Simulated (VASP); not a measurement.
Write the native input for VASP 6.6.1 that does the following.

| Quantity | Value |
| --- | --- |
| Task | single point |
| Functional | PBEsol |
| Potentials or basis | VASP PAW PBE potentials, release 64 (In_d, As) |
| Cutoff | 520 eV |
| k mesh | 10 × 10 × 10 |
| Occupations | gaussian, width 0.1 eV |
| Spin | no spin polarisation |
| Dipole correction | no |
| Further INCAR settings | ALGO = Fast; EDIFF = 1e-06; NBANDS = 30 |

The structure of In3As lies in POSCAR:

```
In3As
1.0
    4.8884937152      0.0000000000      0.0000000000
    0.0000000000      4.8884937152      0.0000000000
    0.0000000000      0.0000000000      4.8884937152
In As
3 1
Direct
    0.0000000000      0.5000000000      0.5000000000
    0.5000000000      0.0000000000      0.5000000000
    0.5000000000      0.5000000000      0.0000000000
    0.0000000000      0.0000000000      0.0000000000
```

This cell differs from its parent crystal: strained.

These files were run (other wordings do the same):

INCAR

```
SYSTEM = In3As
PREC = Accurate
ENCUT = 520
EDIFF = 1E-6
ISMEAR = 0
SIGMA = 0.1
LREAL = .False.
LASPH = .True.
NELM = 100
ALGO = Fast
ISIF = 2
LWAVE = .False.
LCHARG = .False.
GGA = PS
NBANDS = 30
```

KPOINTS

```
regular mesh
0
Gamma
  10 10 10
  0 0 0
```

Potentials or basis: VASP PAW PBE potentials, release 64 (In_d, As).

Run with:

```bash
$ cat potpaw_PBE.64/In_d/POTCAR potpaw_PBE.64/As/POTCAR > POTCAR
$ mpirun -np 1 vasp_std > vasp.out
```

Results of the run:

```json
{"Pressure": "-6.1 GPa", "Band gap on the k mesh": "zero (bands 22 and 23 overlap by 3.08 eV)"}
```

Caveat: the cell differs from its parent crystal (strained); the cell stands under tension; the PAW data sets were made with another functional, which shifts forces and pressure a little; spin-orbit coupling is left out, which moves the levels of the heavy elements.

Run time: 60 s on 1 thread of Intel(R) Xeon(R) 6975P-C (Granite Rapids), with other jobs on the host, peak memory 0.31 GiB.
